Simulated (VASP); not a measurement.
The system is TiTe2.

```xyz
6
Lattice="1.8793 -3.2707 0.0170 -5.5030 -3.1928 -0.0476 -0.0592 0.0018 -6.9818" Properties=species:S:1:pos:R:3 pbc="T T T"
Ti   -1.6838   -3.1923   -6.8475
Ti   -0.1084    0.1013   -6.9696
Te   -3.7811   -2.0670   -5.3113
Te   -0.3877   -2.3164   -5.3277
Te   -3.5829   -4.3858   -1.7528
Te   -1.6313   -1.0207   -1.8120
```

```yaml
Program: VASP 6.6.1
Task: relaxation of cell and atoms
Functional: PBE
Potentials_or_basis: VASP PAW PBE potentials, release 64 (Ti_sv, Te)
Cutoff: 600 eV
k_mesh: 6 × 4 × 4
Occupations: gaussian, width 0.2 eV
Spin: no spin polarisation
```

At the start: pressure 7.2 GPa; volume 27.92 Å³/atom.

Problem. How do energy, volume and symmetry change on relaxing?

Solution. Over 46 steps the energy falls by 339.0 meV/atom; space group P1 (No. 1, to 0.1 Å) before, P-3m1 (No. 164, to 0.1 Å).

The path:
```
step  energy change (eV)  largest force (eV/Å)  pressure (GPa)  volume (Å³)
   1              0.0000                9.0389            7.20       167.54
   3             -1.7389                0.9941           -2.97       180.65
   5             -1.7647                0.9278           -2.00       178.15
   7             -1.9241                0.4946            1.10       169.58
   9             -1.9845                0.2816           -0.06       172.78
  11             -1.9964                0.1655           -0.05       172.87
  13             -2.0077                0.1103            0.28       172.24
  15             -2.0116                0.0957           -0.25       173.62
  17             -2.0145                0.0921           -0.06       173.13
  19             -2.0166                0.0694            0.14       172.55
  21             -2.0179                0.0443           -0.16       173.21
  23             -2.0205                0.1132           -0.07       172.69
  25             -2.0235                0.1098            0.32       171.20
  27             -2.0258                0.0858            0.17       171.24
  29             -2.0266                0.1125            0.00       171.28
  31             -2.0288                0.0597           -0.16       171.31
  33             -2.0299                0.0653            0.08       170.40
  35             -2.0311                0.0527           -0.06       170.20
  37             -2.0327                0.0382           -0.07       169.42
  39             -2.0328                0.0587           -0.06       169.10
  41             -2.0334                0.0395            0.08       168.38
  43             -2.0337                0.0284           -0.06       168.38
  45             -2.0340                0.0335            0.03       167.71
  46             -2.0342                0.0235            0.01       167.58
```

Final structure:
```
Ti Te
1.0
     1.89398   -3.28040   -0.01142
    -5.66761   -3.27035    0.02201
     0.01926   -0.00984   -6.76118
Ti Te
2 4
Direct
  0.50114 0.50000 0.99981
  0.99889 0.00012 0.00025
  0.00261 0.66511 0.74584
  0.50273 0.16535 0.74564
  0.49718 0.83484 0.25438
  0.99744 0.33459 0.25408
```
